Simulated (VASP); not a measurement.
P:

```
P
1.0
     4.78014    2.75982    1.11369
    -4.78014    2.75982    1.11369
     0.00000   -5.51963    1.11369
P
6
Direct
  0.80621 0.18515 0.80621
  0.19379 0.19379 0.81485
  0.18515 0.80621 0.80621
  0.81485 0.19379 0.19379
  0.80621 0.80621 0.18515
  0.19379 0.81485 0.19379
```

The cell was built from a structure type or drawn by symmetry, and may not be a known phase.

| Item | Value |
| --- | --- |
| Program | VASP 6.6.1 |
| Task | relaxation of cell and atoms |
| Functional | PBE |
| Potentials or basis | VASP PAW PBE potentials, release 64 (P) |
| Cutoff | 600 eV |
| k mesh | 6 × 6 × 6 |
| Occupations | gaussian, width 0.1 eV |
| Spin | no spin polarisation |

At the start: pressure 28.0 GPa; volume 14.69 Å³/atom.

Question: Where does the relaxation end?

Answer: Over 30 steps the energy falls by 510.7 meV/atom and the volume is 23.78 Å³/atom (+61.8 %); space group R-3m (No. 166, to 0.1 Å) before and after.

The path:
| step | energy change (eV) | largest force (eV/Å) | pressure (GPa) | volume (Å³) |
| --- | --- | --- | --- | --- |
| 1 | 0.0000 | 2.0054 | 28.02 | 88.15 |
| 2 | -1.8250 | 0.6559 | -4.35 | 125.16 |
| 3 | -2.0472 | 0.2325 | 1.14 | 112.62 |
| 4 | -2.0493 | 0.2777 | 0.49 | 113.84 |
| 5 | -2.0491 | 0.2569 | 0.78 | 113.28 |
| 6 | -2.0952 | 0.2320 | 0.44 | 114.56 |
| 7 | -2.2028 | 0.2192 | 0.25 | 118.35 |
| 8 | -2.4776 | 1.0076 | 1.43 | 125.62 |
| 9 | -0.8381 | 6.2974 | 14.01 | 138.70 |
| 10 | -2.5592 | 1.1474 | 2.00 | 126.99 |
| 11 | -2.5659 | 1.5106 | 3.00 | 129.03 |
| 12 | -2.5726 | 1.5231 | 3.03 | 129.34 |
| 13 | -2.5901 | 1.5677 | 3.12 | 130.27 |
| 14 | -2.6113 | 1.7120 | 3.34 | 132.13 |
| 15 | -2.5813 | 2.1140 | 4.03 | 135.80 |
| 16 | -2.6129 | 1.8086 | 3.47 | 133.05 |
| 17 | -2.6459 | 1.7273 | 3.21 | 133.49 |
| 18 | -2.7350 | 1.4956 | 2.47 | 134.81 |
| 19 | -2.8722 | 1.0804 | 1.16 | 137.46 |
| 20 | -2.9976 | 0.5624 | -1.02 | 142.81 |
| 21 | -3.0006 | 0.5668 | -1.34 | 143.70 |
| 22 | -3.0196 | 0.4872 | -1.05 | 143.34 |
| 23 | -3.0552 | 0.2211 | -0.08 | 142.26 |
| 24 | -3.0089 | 0.4768 | 2.32 | 140.09 |
| 25 | -3.0594 | 0.1028 | 0.37 | 141.80 |
| 26 | -3.0595 | 0.0853 | 0.44 | 141.73 |
| 27 | -3.0621 | 0.0522 | 0.27 | 142.06 |
| 28 | -3.0640 | 0.0552 | -0.12 | 142.85 |
| 29 | -3.0641 | 0.0424 | -0.04 | 142.69 |
| 30 | -3.0643 | 0.0193 | -0.01 | 142.67 |

Final structure:
```yaml
crystal:
  lattice:
    - [6.21517, 3.58833, 1.06616]
    - [-6.21517, 3.58833, 1.06616]
    - [0.00000, -7.17666, 1.06616]
  atoms:
    - { symbol: P, position: [0.78723, 0.18559, 0.78723] }
    - { symbol: P, position: [0.21277, 0.21277, 0.81441] }
    - { symbol: P, position: [0.18559, 0.78723, 0.78723] }
    - { symbol: P, position: [0.81441, 0.21277, 0.21277] }
    - { symbol: P, position: [0.78723, 0.78723, 0.18559] }
    - { symbol: P, position: [0.21277, 0.81441, 0.21277] }
```

Caveat: the volume moved by over 15 % at a fixed basis, so the end points are rough.
